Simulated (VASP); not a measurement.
Input of a VASP 6.6.1 run:

File INCAR:

```
PREC     = Accurate       # precision mode
ENCUT    = 520            # plane-wave cutoff, eV
EDIFF    = 1E-7           # SCF threshold, eV
ISMEAR   = 0              # smearing method
SIGMA    = 0.02           # smearing width, eV
LREAL    = F              # projectors in reciprocal space
LASPH    = T              # aspherical terms in the spheres
NELM     = 80             # most SCF steps
ALGO     = Normal         # electronic algorithm
ISIF     = 2              # what is computed and relaxed
LWAVE    = F              # write WAVECAR
LCHARG   = T              # write CHGCAR
GGA      = PS             # functional
LELF     = T              # ELF
LVHAR    = T            
NBANDS   = 16             # bands
```

KPOINTS

```
regular mesh
0
Gamma
  9 9 6
```

Contents of POSCAR:

```
AlN
1.0
    3.4163811454      0.0000000000      0.0000000000
   -1.7081905727      2.9980556685      0.0075725136
    0.0000000000      0.0110551663      4.3875191332
Al N
2 2
Direct
    0.3363768580      0.6727537261      0.7420664203
    0.6578634762      0.3157269424      0.2597042323
    0.3357356648      0.6714713396      0.2338226963
    0.6700240010      0.3400479920      0.7644066511
```

Potentials or basis: VASP PAW PBE potentials, release 64 (Al, N).

The run is started by

```bash
$ cat potpaw_PBE.64/Al/POTCAR potpaw_PBE.64/N/POTCAR > POTCAR
$ mpirun -np 1 vasp_std > vasp.out
```

**Question.** Estimate the pressure.

**Answer.** -22.1 GPa.

**Question.** Estimate the largest force.

**Answer.** 1.302 eV/Å.

Forces in eV/Å, atoms in the order of the input:
```
Al   0.000 -0.029  0.741
Al   0.000  0.779 -0.724
N    0.000 -0.484  1.209
N    0.000 -0.266 -1.226
```

Caveat: the cell differs from its parent crystal (strained and its atoms moved); the cell stands under tension; the PAW data sets were made with another functional, which shifts forces and pressure a little.
